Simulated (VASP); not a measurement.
Pd:

```
Pd
1.0
     2.51410    0.00000    0.00000
     0.00000    2.51410    0.00000
     0.00000    0.00000    2.51410
Pd
1
Direct
  0.00000 0.00000 0.00000
```

```yaml
Program: VASP 6.6.1
Task: relaxation of cell and atoms
Functional: RPBE
Potentials_or_basis: VASP PAW PBE potentials, release 64 (Pd)
Cutoff: 600 eV
k_mesh: 12 × 12 × 12
Occupations: fermi-dirac, width 0.1 eV
Spin: no spin polarisation
```

At the start: pressure 23.3 GPa; volume 15.89 Å³/atom.

Task: Where does the relaxation end?

Result: Over 18 steps the energy falls by 158.8 meV/atom and the volume is 18.45 Å³/atom (+16.1 %); space group Pm-3m (No. 221, to 0.05 Å).

Step by step:
```tsv
step	energy change (eV)	largest force (eV/Å)	pressure (GPa)	volume (Å³)
1	0.0000	0.0000	23.35	15.89
2	-0.0208	0.0000	-10.81	21.83
3	-0.1587	0.0000	-0.42	18.52
4	-0.1588	0.0000	-0.10	18.47
5	-0.1588	0.0000	0.20	18.41
6	-0.1588	0.0000	0.19	18.41
7	-0.1588	0.0000	0.19	18.42
8	-0.1588	0.0000	0.19	18.42
9	-0.1588	0.0000	0.19	18.42
10	-0.1588	0.0000	0.19	18.42
11	-0.1588	0.0000	0.19	18.42
12	-0.1588	0.0000	0.18	18.42
13	-0.1588	0.0000	0.18	18.42
14	-0.1588	0.0000	0.18	18.42
15	-0.1588	0.0000	0.16	18.42
16	-0.1588	0.0000	0.14	18.42
17	-0.1588	0.0000	0.10	18.43
18	-0.1588	0.0000	0.01	18.45
```

Final structure:
```yaml
crystal:
  lattice:
    - [2.64221, 0.00000, 0.00000]
    - [0.00000, 2.64221, 0.00000]
    - [0.00000, 0.00000, 2.64221]
  atoms:
    - { symbol: Pd, position: [0.00000, 0.00000, 0.00000] }
```

Caveat: the volume moved by over 15 % at a fixed basis, so the end points are rough; the PAW data sets were made with another functional, which shifts forces and pressure a little.
